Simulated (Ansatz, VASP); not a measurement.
**BN: VASP beside Ansatz**

The input INCAR:

```
SYSTEM = BN
ALGO     = Normal         ! electronic algorithm
EDIFF    = 1E-6           ! SCF threshold, eV
ENCUT    = 520            ! plane-wave cutoff, eV
GGA      = PE             ! functional
ISIF     = 2              ! what is computed and relaxed
ISMEAR   = 0              ! smearing method
LASPH    = .TRUE.         ! aspherical terms in the spheres
LCHARG   = .FALSE.        ! write CHGCAR
LREAL    = .FALSE.        ! projectors in reciprocal space
LWAVE    = .FALSE.        ! write WAVECAR
NBANDS   = 36             ! bands
NELM     = 100            ! most SCF steps
PREC     = Accurate       ! precision mode
SIGMA    = 0.05           ! smearing width, eV
```

Contents of KPOINTS:

```
k-points
0
G
  10 10 2
  0 0 0
```

Contents of POSCAR:

```
BN
1.0
    1.8130010000     -1.8130010000      0.0000000000
    1.8130010000      0.0000000000     -1.8130010000
    9.9715055000      5.8922532500      5.8922532500
B N
6 6
Direct
    0.6198166667      0.6198166667      0.0624666667
   -0.6718500000     -0.6718500000      0.8958000000
    0.1614833333      0.1614833333      0.2291333333
    0.2448166667      0.2448166667      0.5624666667
   -0.2968500000     -0.2968500000      0.3958000000
   -0.2135166667     -0.2135166667      0.7291333333
    0.3385666667      0.3385666667      0.4374666667
    0.7969000000      0.7969000000      0.2708000000
   -0.1197666667     -0.1197666667      0.6041333333
   -0.0364333333     -0.0364333333      0.9374666667
   -0.5781000000     -0.5781000000      0.7708000000
    0.2552333333      0.2552333333      0.1041333333
```

Input for Ansatz:

```yaml
crystal:
  lattice:
    - [1.813001, -1.813001, 0.0]
    - [1.813001, 0.0, -1.813001]
    - [9.9715055, 5.89225325, 5.89225325]
  atoms:
    - { symbol: B, position: [0.6198166667, 0.6198166667, 0.0624666667] }
    - { symbol: B, position: [-0.67185, -0.67185, 0.8958] }
    - { symbol: B, position: [0.1614833333, 0.1614833333, 0.2291333333] }
    - { symbol: B, position: [0.2448166667, 0.2448166667, 0.5624666667] }
    - { symbol: B, position: [-0.29685, -0.29685, 0.3958] }
    - { symbol: B, position: [-0.2135166667, -0.2135166667, 0.7291333333] }
    - { symbol: "N", position: [0.3385666667, 0.3385666667, 0.4374666667] }
    - { symbol: "N", position: [0.7969, 0.7969, 0.2708] }
    - { symbol: "N", position: [-0.1197666667, -0.1197666667, 0.6041333333] }
    - { symbol: "N", position: [-0.0364333333, -0.0364333333, 0.9374666667] }
    - { symbol: "N", position: [-0.5781, -0.5781, 0.7708] }
    - { symbol: "N", position: [0.2552333333, 0.2552333333, 0.1041333333] }
basis:
  ecutwfc: 420
kpoints:
  mp_grid: { grid: [10, 10, 2] }
hamiltonian:
  xc: pbe
scf:
  occupations: { method: gaussian, width: 0.05 }
output:
  forces: true
  stress: true
  eigenvalues: true
```

Alike in both runs: task single point; functional PBE; k mesh 10 × 10 × 2; occupations gaussian, width 0.05 eV; no spin polarisation.

```csv
,VASP,Ansatz
version,VASP 6.6.1,Ansatz 0.2.0
potentials or method,"VASP PAW PBE potentials, release 64 (B, N), cutoff 520 eV","scalar-relativistic, plane waves, PAW"
valence electrons in the cell,48,48
```

VASP gave:

- gap on the k mesh at the Fermi level (eV): 2.56
- least direct gap on the mesh (eV): 3.90
- pressure (GPa): -0.5
- traceless stress, the component that is largest in VASP (GPa): 7.72
- rms of the force components (eV/Å): 0.577

Task: Estimate Ansatz's values.

Result: gap on the k mesh at the Fermi level (eV): 2.56; least direct gap on the mesh (eV): 3.91; pressure (GPa): -0.7; traceless stress, the component that is largest in VASP (GPa): 7.73; rms of the force components (eV/Å): 0.579.

Atom by atom the forces differ by 0.003 eV/Å (rms over components).
